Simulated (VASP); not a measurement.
A run of VASP 6.6.1:

File POSCAR:

```
HfIn4SiO6
1.0
    2.7158500000     -4.7035700000      0.0083300000
    2.7158500000      4.7035700000      0.0083300000
   -1.8791500000      0.0000000000      7.4012700000
Hf In Si O
1 4 1 6
Direct
    0.7883500000      0.2116500000      0.0000000000
    0.6217500000      0.3782500000      0.5000000000
    0.4550200000      0.5449800000      0.0000000000
    0.2840700000      0.7159300000      0.5000000000
    0.9581400000      0.0418600000      0.5000000000
    0.1216800000      0.8783200000      0.0000000000
    0.0621900000      0.1141500000      0.8666600000
    0.8858500000      0.9378100000      0.1333400000
    0.7949000000      0.5378400000      0.8666300000
    0.4621600000      0.2051000000      0.1333700000
    0.1535200000      0.6287900000      0.1333300000
    0.3712100000      0.8464800000      0.8666700000
```

The input INCAR.step1:

```
PREC     = Accurate       # precision mode
ENCUT    = 520            # plane-wave cutoff, eV
EDIFF    = 1E-5           # SCF threshold, eV
ISMEAR   = -1             # smearing method
SIGMA    = 0.05           # smearing width, eV
LREAL    = F              # projectors in reciprocal space
LASPH    = T              # aspherical terms in the spheres
NELM     = 80             # most SCF steps
ALGO     = Normal         # electronic algorithm
ISIF     = 2              # what is computed and relaxed
LWAVE    = T              # write WAVECAR
LCHARG   = F              # write CHGCAR
GGA      = PE             # functional
NBANDS   = 63             # bands
LUSENCCL = F
```

Contents of INCAR.step2:

```
PREC     = Accurate       # precision mode
ENCUT    = 520            # plane-wave cutoff, eV
EDIFF    = 1E-7           # SCF threshold, eV
ISMEAR   = -1             # smearing method
SIGMA    = 0.05           # smearing width, eV
LREAL    = F              # projectors in reciprocal space
LASPH    = T              # aspherical terms in the spheres
NELM     = 80             # most SCF steps
ALGO     = Normal         # electronic algorithm
ISIF     = 2              # what is computed and relaxed
LWAVE    = F              # write WAVECAR
LCHARG   = F              # write CHGCAR
GGA      = PE             # functional
LHFCALC  = T              # exact exchange
AEXX     = 0.25           # exact-exchange fraction
HFSCREEN = 0.3            # screening, 1/A
PRECFOCK = Fast         
ISTART   = 1            
NBANDS   = 63             # bands
LUSENCCL = F
```

File KPOINTS:

```
regular mesh
0
Gamma
  3 3 2
```

Potentials or basis: VASP PAW PBE potentials, release 64 (Hf_pv, In_d, Si, O).

Launch:

```bash
$ cat potpaw_PBE.64/Hf_pv/POTCAR potpaw_PBE.64/In_d/POTCAR potpaw_PBE.64/Si/POTCAR potpaw_PBE.64/O/POTCAR > POTCAR
$ cp INCAR.step1 INCAR
$ mpirun -np 1 vasp_std > vasp.out
$ cp INCAR.step2 INCAR
$ mpirun -np 1 vasp_std > vasp.out
```

Hardware: 1 × NVIDIA H100 80GB with 1 thread of AMD EPYC 7R13 Processor (Zen 3) (shared host).

Question: How long does it take, and how much memory?

Answer: It took 39 min on 1 × NVIDIA H100 80GB with 1 thread of AMD EPYC 7R13 Processor (Zen 3), on a shared host, peak memory 1.4 GiB. Counts: k points 8.
